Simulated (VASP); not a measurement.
# Ba (Im-3m) in VASP: further runs, part 2 of 2

VASP 6.6.1.

### 3 Single point, r2SCAN

This run uses another cell than the first one, of 60.47 Å³/atom.

Input file POSCAR:

```
Ba
1.0
   -2.4726242257      2.4726242257      2.4726242257
    2.4726242257     -2.4726242257      2.4726242257
    2.4726242257      2.4726242257     -2.4726242257
Ba
1
Direct
    0.0000000000      0.0000000000      0.0000000000
```

Input file INCAR.step1:

```
SYSTEM = Ba
  PREC = Accurate
  ENCUT = 520
  ISMEAR = -1
  SIGMA = 0.05
  LREAL = .FALSE.
  LASPH = .TRUE.
  NELM = 100
  NBANDS = 11
  GGA = PE
  ALGO = Normal
  EDIFF = 1E-4
  LWAVE = .TRUE.
  LCHARG = .FALSE.
```

Input file INCAR.step2:

```
SYSTEM = Ba
  PREC = Accurate
  ENCUT = 520
  EDIFF = 1E-7
  ISMEAR = -1
  SIGMA = 0.05
  LREAL = .FALSE.
  LASPH = .TRUE.
  NELM = 100
  ALGO = Normal
  ISIF = 2
  LWAVE = .FALSE.
  LCHARG = .FALSE.
  METAGGA = R2SCAN
  LMIXTAU = .TRUE.
  NBANDS = 11
  ISTART = 1
```

Input file KPOINTS:

```
regular mesh
0
G
  8 8 8
  0 0 0
```

Potentials or basis: VASP PAW PBE potentials, release 64 (Ba_sv).

Run with:

```sh
cat potpaw_PBE.64/Ba_sv/POTCAR > POTCAR
cp INCAR.step1 INCAR
mpirun -np 1 vasp_std > vasp.out
cp INCAR.step2 INCAR
mpirun -np 1 vasp_std > vasp.out
```

OUTCAR:

```text
SYSTEM = Ba
   PREC = Accurate
   ENCUT = 520
   EDIFF = 1E-7
   ISMEAR = -1
   LREAL = .FALSE.
   LASPH = .TRUE.
   NELM = 100
   ISIF = 2
   METAGGA = R2SCAN
   ISTART = 1

 ion  position               nearest neighbor table
   1  0.000  0.000  0.000-

  LATTYP: Found a body centered cubic cell.
 ALAT       =     4.9452484514

  Lattice vectors:

 A1 = (  -2.4726242257,   2.4726242257,   2.4726242257)
 A2 = (   2.4726242257,  -2.4726242257,   2.4726242257)
 A3 = (   2.4726242257,   2.4726242257,  -2.4726242257)

Analysis of symmetry for initial positions (statically):
=====================================================================
 Subroutine PRICEL returns:
 Original cell was already a primitive cell.

 Routine SETGRP: Setting up the symmetry group for a
 body centered cubic supercell.

 Subroutine GETGRP returns: Found 48 space group operations
 (whereof 48 operations were pure point group operations)
 out of a pool of 48 trial point group operations.

The static configuration has the point symmetry O_h .

Analysis of symmetry for dynamics (positions and initial velocities):
=====================================================================
 Subroutine PRICEL returns:
 Original cell was already a primitive cell.

 Routine SETGRP: Setting up the symmetry group for a
 body centered cubic supercell.

 Subroutine GETGRP returns: Found 48 space group operations
 (whereof 48 operations were pure point group operations)
 out of a pool of 48 trial point group operations.

The dynamic configuration has the point symmetry O_h .

 Subroutine INISYM returns: Found 48 space group operations
 (whereof 48 operations are pure point group operations),
 and found     1 'primitive' translations

----------------------------------------------------------------------------------------

                                     Primitive cell

  volume of cell :      60.4692
[... 110 lines left out ...]
  Thomas-Fermi vector in A             =   2.021322
   LORBIT       =      0    0 simple, 1 ext, 2 COOP (PROOUT), +10 PAW based schemes
   METAGGA = R2SCAN    functional components
   LHFCALC =     F    Hartree Fock is set to
   AEXX    =    0.0000 exact exchange contribution
   IVDW    =     0    specifies the selected vdW correction
   LEPSILON=     F    determine dielectric tensor
   LRPA    =     F    only Hartree local field effects (RPA)
 non-spin polarized calculation
  energy-cutoff  :      520.00
  volume of cell :       60.47
 maximum number of plane-waves:      1647
   NGX = 15   NGY = 15   NGZ = 15

 number of electron       9.9999999 magnetization

 Free energy of the ion-electron system (eV)
  ---------------------------------------------------
  ext. energy  EPLUGINS =         0.00000000
  ---------------------------------------------------
  free energy    TOTEN  =       -26.43126496 eV

  energy without entropy =      -26.42476302  energy(sigma->0) =      -26.42801399

 E-fermi :   1.8393     XC(G=0):  -7.9713

 val. band max:        1.7961383155   @ k =   0.3750   0.2500  -0.0000
 cond. band min:       1.9923258707   @ k =   0.5000   0.5000   0.2500
 fundamental gap:      0.1961875552
 Fermi energy:         1.8392662263

 k-point     1 :       0.0000    0.0000    0.0000
  band No.  band energies     occupation
      1     -27.9784      2.00000
      2     -12.4852      2.00000
      3     -12.4852      2.00000
      4     -12.4852      2.00000
      5      -1.0283      2.00000
      6       4.0526      0.00000
      7       4.0527      0.00000
      8       4.0527      0.00000
      9       5.4487      0.00000
     10       5.4487      0.00000
     11       9.2878      0.00000
[... 309 lines left out ...]
 k-point    24 :      -0.3750    0.3750    0.2500
  band No.  band energies     occupation
      1     -27.9096      2.00000
      2     -12.8857      2.00000
      3     -12.7261      2.00000
      4     -12.6807      2.00000
      5       1.4932      1.99803
      6       2.0496      0.02936
      7       4.0409      0.00000
      8       4.2800      0.00000
      9       5.9521      0.00000
     10       6.3155      0.00000
     11       9.7840      0.00000

 [... further k-points ...]

------------------------ aborting loop because EDIFF is reached ----------------------------------------

  FORCE on cell =-STRESS in cart. coord.  units (eV):
  Direction    XX          YY          ZZ          XY          YZ          ZX
  --------------------------------------------------------------------------------------
  -------------------------------------------------------------------------------------
  Total        0.2766479      0.2766479      0.2766479      0.0000000      0.0000000     -0.0000000
  in kB        7.3299949      7.3299949      7.3299949      0.0000000      0.0000000     -0.0000000
  external PRESSURE =       7.3299949 kB  Pullay stress =       0.0000000 kB

 VOLUME and BASIS-vectors are now :
 -----------------------------------------------------------------------------
  energy-cutoff  :      520.00
  volume of cell :       60.47
      direct lattice vectors                 reciprocal lattice vectors
    -2.472624226  2.472624226  2.472624226     0.000000000  0.202214309  0.202214309
     2.472624226 -2.472624226  2.472624226     0.202214309  0.000000000  0.202214309
     2.472624226  2.472624226 -2.472624226     0.202214309  0.202214309  0.000000000

 POSITION                                       TOTAL-FORCE (eV/Angst)
 -----------------------------------------------------------------------------------
      0.00000      0.00000      0.00000         0.000000      0.000000      0.000000
 -----------------------------------------------------------------------------------
    total drift:                                0.000000      0.000000     -0.000000

  FREE ENERGIE OF THE ION-ELECTRON SYSTEM (eV)
  ---------------------------------------------------
  free  energy   TOTEN  =       -26.4312649558 eV

  energy  without entropy=      -26.4247630224  energy(sigma->0) =      -26.42801399
```

OSZICAR.step1:

```text
N       E                     dE             d eps       ncg     rms          rms(c)
DAV:   1     0.543776213657E+02    0.54378E+02   -0.42210E+03   638   0.747E+02
DAV:   2     0.506766344408E+00   -0.53871E+02   -0.52585E+02   776   0.140E+02
DAV:   3    -0.184761957416E+01   -0.23544E+01   -0.23448E+01   826   0.305E+01
DAV:   4    -0.191275064715E+01   -0.65131E-01   -0.65081E-01   855   0.437E+00
DAV:   5    -0.191338138679E+01   -0.63074E-03   -0.63063E-03   825   0.402E-01    0.171E+00
DAV:   6    -0.191242198318E+01    0.95940E-03   -0.31702E-03   772   0.541E-01    0.101E+00
DAV:   7    -0.191249727695E+01   -0.75294E-04   -0.69526E-03   764   0.860E-01    0.431E-02
DAV:   8    -0.191269370898E+01   -0.19643E-03   -0.36408E-04   920   0.105E-01    0.266E-02
DAV:   9    -0.191270155888E+01   -0.78499E-05   -0.74414E-06   400   0.223E-02
   1 F= -.19127016E+01 E0= -.19090046E+01  d E =-.739389E-02
```

It took 91 s on 1 thread of AMD EPYC 7R13, shared host; peak memory 0.16 GiB.

Results:

```yaml
Free_energy: -26.4313 eV
Pressure: 0.7 GPa
Band_gap_on_the_k_mesh: zero (bands 5 and 6 overlap by 1.31 eV)
```

Levels at points of the mesh, in eV from the Fermi level:
| k point | band 2 | band 3 | band 4 | band 5 | band 6 | band 7 | band 8 | band 9 |
| --- | --- | --- | --- | --- | --- | --- | --- | --- |
| (0.00, 0.00, 0.00) | -14.32 | -14.32 | -14.32 | -2.87 | 2.21 | 2.21 | 2.21 | 3.61 |
| (0.50, 0.00, 0.00) | -14.87 | -14.49 | -14.33 | -0.88 | 0.91 | 1.38 | 3.69 | 4.27 |
| (0.50, 0.50, 0.50) | -14.69 | -14.69 | -14.69 | -0.66 | -0.66 | 4.96 | 4.96 | 4.96 |

Caveat: the PAW data sets were made with another functional, which shifts forces and pressure a little; spin-orbit coupling is left out, which moves the levels of the heavy elements.

### 4 Single point, r2SCAN

This run uses another cell than the first one, of 61.73 Å³/atom.

Input file POSCAR:

```
Ba
1.0
   -2.4896773455      2.4896773455      2.4896773455
    2.4896773455     -2.4896773455      2.4896773455
    2.4896773455      2.4896773455     -2.4896773455
Ba
1
Direct
    0.0000000000      0.0000000000      0.0000000000
```

Input file INCAR.step1:

```
SYSTEM = Ba
PREC     = Accurate       ! precision mode
ENCUT    = 520            ! plane-wave cutoff, eV
ISMEAR   = -1             ! smearing method
SIGMA    = 0.05           ! smearing width, eV
LREAL    = .FALSE.        ! projectors in reciprocal space
LASPH    = .TRUE.         ! aspherical terms in the spheres
NELM     = 80             ! most SCF steps
NBANDS   = 11             ! bands
GGA      = PE             ! functional
ALGO     = Normal         ! electronic algorithm
EDIFF    = 1E-4           ! SCF threshold, eV
LWAVE    = .TRUE.         ! write WAVECAR
LCHARG   = .FALSE.        ! write CHGCAR
```

Input file INCAR.step2:

```
SYSTEM = Ba
PREC     = Accurate       ! precision mode
ENCUT    = 520            ! plane-wave cutoff, eV
EDIFF    = 1E-6           ! SCF threshold, eV
ISMEAR   = -1             ! smearing method
SIGMA    = 0.05           ! smearing width, eV
LREAL    = .FALSE.        ! projectors in reciprocal space
LASPH    = .TRUE.         ! aspherical terms in the spheres
NELM     = 80             ! most SCF steps
ALGO     = Normal         ! electronic algorithm
ISIF     = 2              ! what is computed and relaxed
LWAVE    = .FALSE.        ! write WAVECAR
LCHARG   = .FALSE.        ! write CHGCAR
METAGGA  = R2SCAN         ! meta-GGA
LMIXTAU  = .TRUE.       
NBANDS   = 11             ! bands
ISTART   = 1
```

Input file KPOINTS:

```
Automatic mesh
0
G
  8 8 8
  0 0 0
```

Potentials or basis: VASP PAW PBE potentials, release 64 (Ba_sv).

Run with:

```sh
cat potpaw_PBE.64/Ba_sv/POTCAR > POTCAR
cp INCAR.step1 INCAR
mpirun -np 1 vasp_std > vasp.out
cp INCAR.step2 INCAR
mpirun -np 1 vasp_std > vasp.out
```

OUTCAR:

```text
SYSTEM = Ba
   PREC = Accurate
   ENCUT = 520
   EDIFF = 1E-6
   ISMEAR = -1
   LREAL = .FALSE.
   LASPH = .TRUE.
   NELM = 80
   ISIF = 2
   METAGGA = R2SCAN
   ISTART = 1

 ion  position               nearest neighbor table
   1  0.000  0.000  0.000-

  LATTYP: Found a body centered cubic cell.
 ALAT       =     4.9793546910

  Lattice vectors:

 A1 = (  -2.4896773455,   2.4896773455,   2.4896773455)
 A2 = (   2.4896773455,  -2.4896773455,   2.4896773455)
 A3 = (   2.4896773455,   2.4896773455,  -2.4896773455)

Analysis of symmetry for initial positions (statically):
=====================================================================
 Subroutine PRICEL returns:
 Original cell was already a primitive cell.

 Routine SETGRP: Setting up the symmetry group for a
 body centered cubic supercell.

 Subroutine GETGRP returns: Found 48 space group operations
 (whereof 48 operations were pure point group operations)
 out of a pool of 48 trial point group operations.

The static configuration has the point symmetry O_h .

Analysis of symmetry for dynamics (positions and initial velocities):
=====================================================================
 Subroutine PRICEL returns:
 Original cell was already a primitive cell.

 Routine SETGRP: Setting up the symmetry group for a
 body centered cubic supercell.

 Subroutine GETGRP returns: Found 48 space group operations
 (whereof 48 operations were pure point group operations)
 out of a pool of 48 trial point group operations.

The dynamic configuration has the point symmetry O_h .

 Subroutine INISYM returns: Found 48 space group operations
 (whereof 48 operations are pure point group operations),
 and found     1 'primitive' translations

----------------------------------------------------------------------------------------

                                     Primitive cell

  volume of cell :      61.7290
[... 110 lines left out ...]
  Thomas-Fermi vector in A             =   2.014388
   LORBIT       =      0    0 simple, 1 ext, 2 COOP (PROOUT), +10 PAW based schemes
   METAGGA = R2SCAN    functional components
   LHFCALC =     F    Hartree Fock is set to
   AEXX    =    0.0000 exact exchange contribution
   IVDW    =     0    specifies the selected vdW correction
   LEPSILON=     F    determine dielectric tensor
   LRPA    =     F    only Hartree local field effects (RPA)
 non-spin polarized calculation
  energy-cutoff  :      520.00
  volume of cell :       61.73
 maximum number of plane-waves:      1689
   NGX = 15   NGY = 15   NGZ = 15

 number of electron       9.9999998 magnetization

 Free energy of the ion-electron system (eV)
  ---------------------------------------------------
  ext. energy  EPLUGINS =         0.00000000
  ---------------------------------------------------
  free energy    TOTEN  =       -26.43614316 eV

  energy without entropy =      -26.42939805  energy(sigma->0) =      -26.43277061

 E-fermi :   1.7708     XC(G=0):  -7.8997

 val. band max:        1.7233957941   @ k =   0.3750   0.2500  -0.0000
 cond. band min:       1.9174439265   @ k =   0.5000   0.5000   0.2500
 fundamental gap:      0.1940481324
 Fermi energy:         1.7708369064

 k-point     1 :       0.0000    0.0000    0.0000
  band No.  band energies     occupation
      1     -28.0834      2.00000
      2     -12.6032      2.00000
      3     -12.6032      2.00000
      4     -12.6032      2.00000
      5      -1.0933      2.00000
      6       3.9583      0.00000
      7       3.9583      0.00000
      8       3.9583      0.00000
      9       5.3296      0.00000
     10       5.3296      0.00000
     11       9.1527      0.00000
[... 309 lines left out ...]
 k-point    24 :      -0.3750    0.3750    0.2500
  band No.  band energies     occupation
      1     -28.0204      2.00000
      2     -12.9784      2.00000
      3     -12.8294      2.00000
      4     -12.7865      2.00000
      5       1.4094      1.99855
      6       1.9919      0.02375
      7       3.9386      0.00000
      8       4.1703      0.00000
      9       5.7954      0.00000
     10       6.1701      0.00000
     11       9.5621      0.00000

 [... further k-points ...]

------------------------ aborting loop because EDIFF is reached ----------------------------------------

  FORCE on cell =-STRESS in cart. coord.  units (eV):
  Direction    XX          YY          ZZ          XY          YZ          ZX
  --------------------------------------------------------------------------------------
  -------------------------------------------------------------------------------------
  Total        0.1930011      0.1930011      0.1930011     -0.0000000     -0.0000000     -0.0000000
  in kB        5.0093471      5.0093471      5.0093471     -0.0000000     -0.0000000     -0.0000000
  external PRESSURE =       5.0093471 kB  Pullay stress =       0.0000000 kB

 VOLUME and BASIS-vectors are now :
 -----------------------------------------------------------------------------
  energy-cutoff  :      520.00
  volume of cell :       61.73
      direct lattice vectors                 reciprocal lattice vectors
    -2.489677346  2.489677346  2.489677346     0.000000000  0.200829236  0.200829236
     2.489677346 -2.489677346  2.489677346     0.200829236  0.000000000  0.200829236
     2.489677346  2.489677346 -2.489677346     0.200829236  0.200829236  0.000000000

 POSITION                                       TOTAL-FORCE (eV/Angst)
 -----------------------------------------------------------------------------------
      0.00000      0.00000      0.00000         0.000000     -0.000000      0.000000
 -----------------------------------------------------------------------------------
    total drift:                                0.000000     -0.000000     -0.000000

  FREE ENERGIE OF THE ION-ELECTRON SYSTEM (eV)
  ---------------------------------------------------
  free  energy   TOTEN  =       -26.4361431645 eV

  energy  without entropy=      -26.4293980458  energy(sigma->0) =      -26.43277061
```

OUTCAR.step1:

```text
SYSTEM = Ba
   PREC = Accurate
   ENCUT = 520
   ISMEAR = -1
   LREAL = .FALSE.
   LASPH = .TRUE.
[... 554 lines left out ...]
 -----------------------------------------------------------------------------------
      0.00000      0.00000      0.00000        -0.000000      0.000000     -0.000000
 -----------------------------------------------------------------------------------
    total drift:                                0.000000      0.000000     -0.000000

  FREE ENERGIE OF THE ION-ELECTRON SYSTEM (eV)
  ---------------------------------------------------
  free  energy   TOTEN  =        -1.9153705012 eV

  energy  without entropy=       -1.9077373237  energy(sigma->0) =       -1.91155391
```

Run time: 74 s. Hardware: 1 thread of AMD EPYC 7R13, shared host; peak memory 0.16 GiB.

What came out:

| Quantity | Value |
| --- | --- |
| Free energy | -26.4361 eV |
| Pressure | 0.5 GPa |
| Band gap on the k mesh | zero (bands 5 and 6 overlap by 1.25 eV) |

Levels at points of the mesh, in eV from the Fermi level:
| k point | band 3 | band 4 | band 5 | band 6 | band 7 | band 8 |
| --- | --- | --- | --- | --- | --- | --- |
| (0.00, 0.00, 0.00) | -14.37 | -14.37 | -2.86 | 2.19 | 2.19 | 2.19 |
| (0.50, 0.00, 0.00) | -14.53 | -14.38 | -0.86 | 0.91 | 1.30 | 3.63 |
| (0.50, 0.50, 0.50) | -14.72 | -14.72 | -0.63 | -0.63 | 4.84 | 4.84 |

Caveat: the PAW data sets were made with another functional, which shifts forces and pressure a little; spin-orbit coupling is left out, which moves the levels of the heavy elements.

### 5 Overview

```csv
cell,gap on the mesh (eV),pressure (GPa)
"a = 4.253 Å, angles 109.5°, 1 atom",none,1.0
"a = 4.283 Å, angles 109.5°, 1 atom",none,0.7
"a = 4.312 Å, angles 109.5°, 1 atom",none,0.5
```

Alike in all rows: task single point; level r2SCAN; potentials or basis VASP PAW PBE potentials, release 64 (Ba_sv); no spin polarisation; k mesh 8 × 8 × 8; cutoff (eV) 520; smearing fermi-dirac 0.05 eV.

Caveats: the PAW data sets were made with another functional, which shifts forces and pressure a little; spin-orbit coupling is left out, which moves the levels of the heavy elements.

Total energies depend on the potentials used, so only differences within one code and one set of settings carry meaning.
